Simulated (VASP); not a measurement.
**Lu2MgH6: single point with PBEsol**

Crystal: Lu2MgH6.

```xyz
9
Lattice="5.2913 0.0000 0.0000 -2.6456 4.5824 0.0000 0.0000 0.0000 3.4349" Properties=species:S:1:pos:R:3 pbc="T T T"
Lu    0.0000    3.0549    0.8712
Lu    2.6456    1.5275    2.5637
Mg    0.0000    0.0000    0.0000
H     3.7683    0.8793    0.8514
H     2.6456    2.8238    0.8514
H     1.5230    0.8793    0.8514
H    -1.1227    3.7031    2.5835
H     1.1227    3.7031    2.5835
H     0.0000    1.7586    2.5835
```

| Property | Result |
| --- | --- |
| Program | VASP 6.6.1 |
| Task | single point |
| Functional | PBEsol |
| Potentials or basis | VASP PAW PBE potentials, release 64 (Lu, Mg, H) |
| Cutoff | 520 eV |
| k mesh | 9 × 9 × 8 |
| Occupations | gaussian, width 0.05 eV |
| Spin | no spin polarisation |
| Dipole correction | no |
| Further INCAR settings | ALGO = Normal; EDIFF = 1e-06; NBANDS = 39 |

| Property | Result |
| --- | --- |
| Pressure | 0.1 GPa |
| Largest force | 0.011 eV/Å |
| Band gap on the k mesh | zero (bands 29 and 30 overlap by 2.28 eV) |

Forces in eV/Å, atoms in the order of the input:
```
Lu   0.000  0.000  0.007
Lu   0.000  0.000 -0.007
Mg   0.000  0.000  0.000
H    0.009 -0.005  0.000
H    0.000  0.011  0.000
H   -0.009 -0.005  0.000
H   -0.009  0.005  0.000
H    0.009  0.005  0.000
H    0.000 -0.011  0.000
```

Stress tensor (GPa, compression positive):
```
0.08 0.00 0.00
0.00 0.08 0.00
0.00 0.00 0.19
```

Levels at points of the mesh, in eV from the Fermi level:
```
           k point  band 27  band 28  band 29  band 30  band 31  band 32
(0.00, 0.00, 0.00)    -3.37    -3.37    -1.47     1.98     1.98     2.19
(0.00, 0.00, 0.50)    -5.24    -5.24     1.85     1.88     1.88     1.90
```

Run time: 4.6 min on 1 thread of Intel(R) Xeon(R) Platinum 8259CL CPU @ 2.50GHz (Skylake/Cascade Lake) (shared host), peak memory 0.38 GiB.

Caveat: the PAW data sets were made with another functional, which shifts forces and pressure a little; spin-orbit coupling is left out, which moves the levels of the heavy elements.
